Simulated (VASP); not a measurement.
## GaN: single point with r2SCAN

The system is GaN.

```
CELL_PARAMETERS angstrom
0.00000 2.13524 2.13524
2.13524 0.00000 2.13524
2.13524 2.13524 0.00000
ATOMIC_POSITIONS crystal
Ga 0.92682 0.92682 0.07318
N 0.50000 0.50000 0.50000
```

This cell differs from its parent crystal: all Ga atoms moved +0.312 Å, as atom 1 towards its neighbour atom 2 (N) at 2.135 Å.

```yaml
Program: VASP 6.6.1
Task: single point
Functional: r2SCAN
Potentials_or_basis: VASP PAW PBE potentials, release 64 (Ga_d, N)
Cutoff: 520 eV
k_mesh: 12 × 12 × 12
Occupations: gaussian, width 0.05 eV
Spin: no spin polarisation
Dipole_correction: no
Further_INCAR_settings: ALGO = Normal; EDIFF = 1e-07; NBANDS = 16
```

```
Pressure               : 5.0 GPa
Largest force          : 2.211 eV/Å
Band gap on the k mesh : 0.93 eV (least direct gap 2.68 eV)
```

Forces in eV/Å, atoms in the order of the input:
```
Ga   0.000  0.000  2.211
N    0.000  0.000 -2.211
```

Stress tensor (GPa, compression positive):
```
-10.16   0.00   0.00
  0.00 -10.16   0.00
  0.00   0.00  35.41
```

Levels at points of the mesh, in eV from the valence-band top:
```
           k point  band 5  band 6  band 7  band 8  band 9  band 10  band 11  band 12  band 13  band 14
(0.00, 0.00, 0.00)  -14.38  -14.31   -0.61   -0.32   -0.32     2.35    13.88    13.88    15.25    17.10
(0.50, 0.00, 0.00)  -14.17  -13.84   -8.16   -0.55   -0.29     5.37     8.97     9.78    11.22    16.87
(0.50, 0.50, 0.00)  -14.13  -11.65   -7.18   -3.03   -3.03     1.13     8.47    13.01    15.36    15.36
(0.00, 0.50, 0.50)  -14.13  -11.74   -6.99   -3.02   -2.70     0.93     7.69    12.72    15.85    16.34
```

It took 4.3 min on 1 thread of AMD EPYC 7R43 64-Core Processor (Zen 3), with other jobs on the host, peak memory 0.15 GiB.

Caveat: the cell differs from its parent crystal (all Ga atoms moved +0.312 Å, as atom 1 towards its neighbour atom 2 (N) at 2.135 Å); the cell stands under pressure; the PAW data sets were made with another functional, which shifts forces and pressure a little. A k mesh can miss the band edges.
